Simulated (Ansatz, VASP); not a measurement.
# Al: VASP beside Ansatz

```
Al
1.0
     2.92700    0.00000    0.00000
    -1.46350    2.53486    0.00000
     0.00000    0.00000    9.24105
Al
4
Direct
  0.00000 0.00000 0.00000
  0.33333 0.66667 0.25000
  0.00000 0.00000 0.50000
  0.66667 0.33333 0.75000
```

Change from the starting cell: mode 4 frozen in at +0.000 Å, equal normal strain along x and y +0.0400.

Alike in both runs: task single point; functional PBE; dispersion D3(BJ); k mesh 18 × 18 × 4; occupations gaussian, width 0.15 eV; no spin polarisation.

```csv
,VASP,Ansatz
version,VASP 6.6.1,Ansatz 0.2.0
potentials or method,"VASP PAW PBE potentials, release 64 (Al), cutoff 520 eV","scalar-relativistic, plane waves, PAW"
valence electrons in the cell,12,12
```

|  | VASP | Ansatz | Ansatz less VASP |
| --- | --- | --- | --- |
| gap on the k mesh at the Fermi level (eV) | none | none | - |
| pressure (GPa) | -5.5 | -5.5 | +0.01 |
| traceless stress, the component that is largest in VASP (GPa) | 1.38 | 1.38 | +0.001 |

A gap of «none» marks a metal or a gap that the smearing closes.
